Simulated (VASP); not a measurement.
# NaI (Fm-3m) in VASP: notebook

Runs on NaI. Level: r2SCAN. Tasks: single point.

All numbers are computed with VASP 6.6.1; they aren't measurements. Logs are shortened: lines on timing, memory, paths and dates and some standing lists are left out, and cuts for length are marked.

**1. The cell of the first run**

The structure is cubic, space group Fm-3m (No. 225). The conventional cell has a = 6.335 Å, b = 6.335 Å, c = 6.335 Å, α = 90.00°, β = 90.00°, γ = 90.00°. Na (site symmetry m-3m) has 6 I at 3.17 Å within 4.2 Å. Within 4.2 Å of I (site symmetry m-3m) lie 6 Na at 3.17 Å.

**2. Single point, r2SCAN (volume scaled by 0.94)**

File POSCAR:

```
NaI
1.0
    0.0000000000      3.1673847169      3.1673847169
    3.1673847169      0.0000000000      3.1673847169
    3.1673847169      3.1673847169      0.0000000000
Na I
1 1
Direct
    0.0000000000      0.0000000000      0.0000000000
    0.5000000000      0.5000000000      0.5000000000
```

File INCAR.step1:

```
SYSTEM = NaI
  PREC = Accurate
  ENCUT = 520
  ISMEAR = 0
  SIGMA = 0.02
  LREAL = .False.
  LASPH = .True.
  NELM = 60
  NBANDS = 14
  GGA = PE
  ALGO = Normal
  EDIFF = 1E-4
  LWAVE = .True.
  LCHARG = .False.
```

File INCAR.step2:

```
SYSTEM = NaI
  PREC = Accurate
  ENCUT = 520
  EDIFF = 1E-6
  ISMEAR = 0
  SIGMA = 0.02
  LREAL = .False.
  LASPH = .True.
  NELM = 60
  ALGO = Normal
  ISIF = 2
  LWAVE = .False.
  LCHARG = .False.
  METAGGA = R2SCAN
  LMIXTAU = .True.
  NBANDS = 14
  ISTART = 1
```

File KPOINTS:

```
regular mesh
0
Gamma
  6 6 6
  0 0 0
```

Potentials or basis: VASP PAW PBE potentials, release 64 (Na_pv, I).

The run is started by

```bash
> cat potpaw_PBE.64/Na_pv/POTCAR potpaw_PBE.64/I/POTCAR > POTCAR
> cp INCAR.step1 INCAR
> mpirun -np 1 vasp_std > vasp.out
> cp INCAR.step2 INCAR
> mpirun -np 1 vasp_std > vasp.out
```

OUTCAR:

```text
SYSTEM = NaI
   PREC = Accurate
   ENCUT = 520
   EDIFF = 1E-6
   ISMEAR = 0
   LREAL = .False.
   LASPH = .True.
   NELM = 60
   ISIF = 2
   METAGGA = R2SCAN
   ISTART = 1

 ion  position               nearest neighbor table
   1  0.000  0.000  0.000-   2 3.17   2 3.17   2 3.17   2 3.17   2 3.17   2 3.17
   2  0.500  0.500  0.500-   1 3.17   1 3.17   1 3.17   1 3.17   1 3.17   1 3.17

  LATTYP: Found a face centered cubic cell.
 ALAT       =     6.3347694338

  Lattice vectors:

 A1 = (   0.0000000000,   3.1673847169,   3.1673847169)
 A2 = (   3.1673847169,   0.0000000000,   3.1673847169)
 A3 = (   3.1673847169,   3.1673847169,   0.0000000000)

Analysis of symmetry for initial positions (statically):
=====================================================================
 Subroutine PRICEL returns:
 Original cell was already a primitive cell.

 Routine SETGRP: Setting up the symmetry group for a
 face centered cubic supercell.

 Subroutine GETGRP returns: Found 48 space group operations
 (whereof 48 operations were pure point group operations)
 out of a pool of 48 trial point group operations.

The static configuration has the point symmetry O_h .

Analysis of symmetry for dynamics (positions and initial velocities):
=====================================================================
 Subroutine PRICEL returns:
 Original cell was already a primitive cell.

 Routine SETGRP: Setting up the symmetry group for a
 face centered cubic supercell.

 Subroutine GETGRP returns: Found 48 space group operations
 (whereof 48 operations were pure point group operations)
 out of a pool of 48 trial point group operations.

The dynamic configuration has the point symmetry O_h .

 Subroutine INISYM returns: Found 48 space group operations
 (whereof 48 operations are pure point group operations),
 and found     1 'primitive' translations

----------------------------------------------------------------------------------------

                                     Primitive cell

  volume of cell :      63.5525

  direct lattice vectors                    reciprocal lattice vectors
     0.000000000  3.167384717  3.167384717    -0.157858942  0.157858942  0.157858942
     3.167384717  0.000000000  3.167384717     0.157858942 -0.157858942  0.157858942
     3.167384717  3.167384717  0.000000000     0.157858942  0.157858942 -0.157858942

  length of vectors
     4.479358424  4.479358424  4.479358424     0.273419708  0.273419708  0.273419708

  position of ions in fractional coordinates (direct lattice)
     0.000000000  0.000000000  0.000000000
     0.500000000  0.500000000  0.500000000

  ion indices of the primitive-cell ions
   primitive index   ion index
                 1           1
                 2           2

----------------------------------------------------------------------------------------

 KPOINTS: regular mesh

Automatic generation of k-mesh.
 Grid dimensions read from file:
 generate k-points for:    6    6    6

 Generating k-lattice:

  Cartesian coordinates                     Fractional coordinates (reciprocal lattice)
    -0.026309824  0.026309824  0.026309824     0.166666667  0.000000000  0.000000000
     0.026309824 -0.026309824  0.026309824     0.000000000  0.166666667  0.000000000
     0.026309824  0.026309824 -0.026309824     0.000000000  0.000000000  0.166666667

  Length of vectors
     0.045569951  0.045569951  0.045569951

  Shift w.r.t. Gamma in fractional coordinates (k-lattice)
     0.000000000  0.000000000  0.000000000

 Subroutine IBZKPT returns following result:
 ===========================================

 Found     16 irreducible k-points:

 Following reciprocal coordinates:
            Coordinates               Weight
  0.000000  0.000000  0.000000      1.000000
  0.166667  0.000000  0.000000      8.000000
  0.333333  0.000000  0.000000      8.000000
  0.500000  0.000000  0.000000      4.000000
  0.166667  0.166667  0.000000      6.000000
  0.333333  0.166667  0.000000     24.000000
[... 8 lines left out ...]
 -0.333333  0.333333  0.166667     24.000000
 -0.333333  0.500000  0.166667     12.000000
   k-points           NKPTS =     16   k-points in BZ     NKDIM =     16   number of bands    NBANDS=     14
   number of dos      NEDOS =    301   number of ions     NIONS =      2
   total plane-waves  NPLWV =  46656
   dimension x,y,z NGX =    36 NGY =   36 NGZ =   36
   dimension x,y,z NGXF=    72 NGYF=   72 NGZF=   72
   ions per type =               1   1
   NGX,Y,Z   is equivalent  to a cutoff of  13.36, 13.36, 13.36 a.u.
   NGXF,Y,Z  is equivalent  to a cutoff of  26.72, 26.72, 26.72 a.u.
 SYSTEM =  NaI
   PREC   = accura    normal or accurate (medium, high low for compatibility)
   ISTART =      1    job   : 0-new  1-cont  2-samecut
   ICHARG =      0    charge: 1-file 2-atom 10-const
   ISPIN  =      1    spin polarized calculation?
   LNONCOLLINEAR =      F non collinear calculations
   LSORBIT =      F    spin-orbit coupling
   LASPH  =      T    aspherical Exc in radial PAW
   ENCUT  =  520.0 eV  38.22 Ry    6.18 a.u.   8.33  8.33  8.33*2*pi/ulx,y,z
   NELM   =     60;   NELMIN=  2; NELMDL=  0     # of ELM steps
   EDIFF  = 0.1E-05   stopping-criterion for ELM
   LREAL  =      F    real-space projection
   EDIFFG = 0.1E-04   stopping-criterion for IOM
   NSW    =      0    number of steps for IOM
   IBRION =     -1    ionic relax: 0-MD 1-quasi-New 2-CG
   NFREE  =      0    steps in history (QN), initial steepest desc. (CG)
   ISIF   =      2    stress and relaxation
   ISYM   =      2    0-nonsym 1-usesym 2-fastsym
   POTIM  = 0.5000    time-step for ionic-motion
   TEBEG  =    0.0;   TEEND  =   0.0 temperature during run
   PSTRESS=    0.0 pullay stress
   NELECT =      14.0000    total number of electrons
   NUPDOWN=      -1.0000    fix difference up-down
   EMIN   =  10.00;   EMAX   =-10.00  energy-range for DOS
   EFERMI =   0.00;   METHOD = LEGACY
   ISMEAR =     0;   SIGMA  =   0.02  broadening in eV -4-tet -1-fermi 0-gaus
   EFERMI_NEDOS =   21; number of points for ismear=-14 and -15
   IALGO  =     38    algorithm
   IMIX   =      4    mixing-type and parameters
     AMIX     =   0.40;   BMIX     =  1.00
     AMIX_MAG =   1.60;   BMIX_MAG =  1.00
  volume/ion in A,a.u.               =      31.78       214.44
  Fermi-wavevector in a.u.,A,eV,Ry     =   0.988720  1.868410 13.300612  0.977567
  Thomas-Fermi vector in A             =   2.120267
   LORBIT       =      0    0 simple, 1 ext, 2 COOP (PROOUT), +10 PAW based schemes
   METAGGA = R2SCAN    functional components
   LHFCALC =     F    Hartree Fock is set to
   AEXX    =    0.0000 exact exchange contribution
   IVDW    =     0    specifies the selected vdW correction
   LEPSILON=     F    determine dielectric tensor
   LRPA    =     F    only Hartree local field effects (RPA)
 non-spin polarized calculation
 Gauss-broadening in eV      SIGMA  =   0.02
  energy-cutoff  :      520.00
  volume of cell :       63.55
 maximum number of plane-waves:      1724
 NGX is ok and might be reduce to    36
   NGX = 17   NGY = 17   NGZ = 17

 number of electron      14.0000006 magnetization

 Free energy of the ion-electron system (eV)
  ---------------------------------------------------
  ext. energy  EPLUGINS =         0.00000000
  ---------------------------------------------------
  free energy    TOTEN  =       -31.07495112 eV

  energy without entropy =      -31.07495112  energy(sigma->0) =      -31.07495112

 E-fermi :   1.1283     XC(G=0):  -8.3491

 val. band max:        0.9509850348   @ k =   0.0000   0.0000   0.0000
 cond. band min:       5.5990620369   @ k =   0.0000   0.0000   0.0000
 fundamental gap:      4.6480770021
 Fermi energy:         1.1283242781

 k-point     1 :       0.0000    0.0000    0.0000
  band No.  band energies     occupation
      1     -22.2434      2.00000
      2     -22.2431      2.00000
      3     -22.2431      2.00000
      4     -10.5777      2.00000
      5       0.9510      2.00000
      6       0.9510      2.00000
      7       0.9510      2.00000
      8       5.5991      0.00000
      9       9.4180      0.00000
     10       9.4181      0.00000
     11       9.4181      0.00000
     12      11.3777      0.00000
     13      11.3777      0.00000
     14      12.1309      0.00000

 k-point     2 :       0.1667    0.0000    0.0000
  band No.  band energies     occupation
      1     -22.2449      2.00000
      2     -22.2434      2.00000
      3     -22.2432      2.00000
      4     -10.4838      2.00000
      5       0.1618      2.00000
      6       0.8593      2.00000
      7       0.8593      2.00000
      8       6.4047      0.00000
      9       8.9987      0.00000
     10       9.6653      0.00000
     11       9.6654      0.00000
     12      10.9317      0.00000
     13      10.9317      0.00000
     14      12.8917      0.00000

 k-point     3 :       0.3333    0.0000    0.0000
  band No.  band energies     occupation
      1     -22.2485      2.00000
      2     -22.2436      2.00000
      3     -22.2433      2.00000
      4     -10.2826      2.00000
      5      -0.9962      2.00000
      6       0.6889      2.00000
      7       0.6889      2.00000
      8       6.7795      0.00000
      9       9.3248      0.00000
     10       9.3250      0.00000
     11      10.0950      0.00000
     12      12.0360      0.00000
     13      12.0360      0.00000
     14      12.1587      0.00000

 k-point     4 :       0.5000    0.0000    0.0000
  band No.  band energies     occupation
      1     -22.2503      2.00000
      2     -22.2437      2.00000
      3     -22.2434      2.00000
      4     -10.1742      2.00000
      5      -1.4779      2.00000
      6       0.6093      2.00000
      7       0.6093      2.00000
      8       6.6678      0.00000
      9       9.0721      0.00000
     10       9.0723      0.00000
     11      11.2362      0.00000
     12      12.1853      0.00000
     13      14.1509      0.00000
     14      14.1509      0.00000

 k-point     5 :       0.1667    0.1667    0.0000
  band No.  band energies     occupation
      1     -22.2447      2.00000
      2     -22.2438      2.00000
      3     -22.2436      2.00000
      4     -10.4544      2.00000
      5       0.1710      2.00000
      6       0.7056      2.00000
      7       0.7056      2.00000
      8       6.7357      0.00000
      9       8.3412      0.00000
     10       9.7768      0.00000
     11      10.1628      0.00000
[... 140 lines left out ...]
 k-point    14 :       0.5000    0.3333    0.1667
  band No.  band energies     occupation
      1     -22.2480      2.00000
      2     -22.2455      2.00000
      3     -22.2441      2.00000
      4     -10.1608      2.00000
      5      -0.9239      2.00000
      6      -0.0964      2.00000
      7       0.3610      2.00000
      8       7.7787      0.00000
      9       8.2091      0.00000
     10       8.7496      0.00000
     11      10.9512      0.00000
     12      11.9591      0.00000
     13      14.2282      0.00000
     14      15.0019      0.00000

 k-point    15 :      -0.3333    0.3333    0.1667
  band No.  band energies     occupation
      1     -22.2481      2.00000
      2     -22.2461      2.00000
      3     -22.2446      2.00000
      4     -10.0922      2.00000
      5      -0.9787      2.00000
      6      -0.3865      2.00000
      7       0.2087      2.00000
      8       7.8013      0.00000
      9       8.2968      0.00000
     10       9.6166      0.00000
     11      10.3194      0.00000
     12      12.3547      0.00000
     13      14.0303      0.00000
     14      14.9442      0.00000

 k-point    16 :      -0.3333    0.5000    0.1667
  band No.  band energies     occupation
      1     -22.2476      2.00000
      2     -22.2461      2.00000
      3     -22.2455      2.00000
      4     -10.0668      2.00000
      5      -0.9459      2.00000
      6      -0.3112      2.00000
      7      -0.0481      2.00000
      8       7.1483      0.00000
      9       7.9386      0.00000
     10      10.3910      0.00000
     11      10.5461      0.00000
     12      13.9490      0.00000
     13      14.6744      0.00000
     14      14.7444      0.00000

------------------------ aborting loop because EDIFF is reached ----------------------------------------

  FORCE on cell =-STRESS in cart. coord.  units (eV):
  Direction    XX          YY          ZZ          XY          YZ          ZX
  --------------------------------------------------------------------------------------
  -------------------------------------------------------------------------------------
  Total        0.4257323      0.4257323      0.4257323      0.0000000      0.0000000     -0.0000000
  in kB       10.7328414     10.7328414     10.7328414      0.0000000      0.0000000     -0.0000000
  external PRESSURE =      10.7328414 kB  Pullay stress =       0.0000000 kB

 VOLUME and BASIS-vectors are now :
 -----------------------------------------------------------------------------
  energy-cutoff  :      520.00
  volume of cell :       63.55
      direct lattice vectors                 reciprocal lattice vectors
     0.000000000  3.167384717  3.167384717    -0.157858942  0.157858942  0.157858942
     3.167384717  0.000000000  3.167384717     0.157858942 -0.157858942  0.157858942
     3.167384717  3.167384717  0.000000000     0.157858942  0.157858942 -0.157858942

 POSITION                                       TOTAL-FORCE (eV/Angst)
 -----------------------------------------------------------------------------------
      0.00000      0.00000      0.00000         0.000000      0.000000      0.000000
      3.16738      3.16738      3.16738         0.000000      0.000000     -0.000000
 -----------------------------------------------------------------------------------
    total drift:                                0.000000      0.000000      0.000000

  FREE ENERGIE OF THE ION-ELECTRON SYSTEM (eV)
  ---------------------------------------------------
  free  energy   TOTEN  =       -31.0749511231 eV

  energy  without entropy=      -31.0749511231  energy(sigma->0) =      -31.07495112
```

It took 50 s on 1 thread of Intel Xeon Platinum 8488C (Sapphire Rapids), shared host; peak memory 0.21 GiB.

Results:

```
Free energy            : -31.0750 eV
Pressure               : 1.1 GPa
Band gap on the k mesh : 4.65 eV, direct
```

Levels at points of the mesh, in eV from the valence-band top:
```csv
k point,band 5,band 6,band 7,band 8,band 9,band 10
"(0.00, 0.00, 0.00)",0.00,0.00,0.00,4.65,8.47,8.47
"(0.50, 0.00, 0.00)",-2.43,-0.34,-0.34,5.72,8.12,8.12
"(0.50, 0.50, 0.00)",-2.16,-0.85,-0.85,5.27,5.90,11.18
```

Caveat: the PAW data sets were made with another functional, which shifts forces and pressure a little; spin-orbit coupling is left out, which moves the levels of the heavy elements.

**3. Single point, r2SCAN (volume scaled by 0.97)**

File POSCAR:

```
NaI
1.0
    0.0000000000      3.2007280589      3.2007280589
    3.2007280589      0.0000000000      3.2007280589
    3.2007280589      3.2007280589      0.0000000000
Na I
1 1
Direct
    0.0000000000      0.0000000000      0.0000000000
    0.5000000000      0.5000000000      0.5000000000
```

File INCAR.step1:

```
SYSTEM = NaI
PREC = Accurate ; ENCUT = 520
ISMEAR = 0 ; SIGMA = 0.02
LREAL = .False. ; LASPH = .True.
NELM = 80 ; NBANDS = 14
GGA = PE ; ALGO = Normal
EDIFF = 1E-4 ; LWAVE = .True.
LCHARG = .False.
```

File INCAR.step2:

```
SYSTEM = NaI
PREC = Accurate ; ENCUT = 520
EDIFF = 1E-6 ; ISMEAR = 0
SIGMA = 0.02 ; LREAL = .False.
LASPH = .True. ; NELM = 80
ALGO = Normal ; ISIF = 2
LWAVE = .False. ; LCHARG = .False.
METAGGA = R2SCAN ; LMIXTAU = .True.
NBANDS = 14 ; ISTART = 1
```

KPOINTS is that of step 2.

Potentials or basis: VASP PAW PBE potentials, release 64 (Na_pv, I).

The run is started by

```bash
> cat potpaw_PBE.64/Na_pv/POTCAR potpaw_PBE.64/I/POTCAR > POTCAR
> cp INCAR.step1 INCAR
> mpirun -np 1 vasp_std > vasp.out
> cp INCAR.step2 INCAR
> mpirun -np 1 vasp_std > vasp.out
```

Wall time 46 s (1 thread of Intel Xeon Platinum 8488C (Sapphire Rapids), shared host); peak memory 0.21 GiB.

The run converged. Its results:

* Free energy: -31.0840 eV
* Pressure: 0.4 GPa
* Band gap on the k mesh: 4.54 eV, direct

Levels at points of the mesh, in eV from the valence-band top:
```csv
k point,band 5,band 6,band 7,band 8,band 9,band 10
"(0.00, 0.00, 0.00)",0.00,0.00,0.00,4.54,8.47,8.47
"(0.50, 0.00, 0.00)",-2.31,-0.32,-0.32,5.71,8.10,8.10
"(0.50, 0.50, 0.00)",-2.05,-0.81,-0.81,5.25,5.96,10.96
```

Caveat: the PAW data sets were made with another functional, which shifts forces and pressure a little; spin-orbit coupling is left out, which moves the levels of the heavy elements.

[end of part 1 of 2]
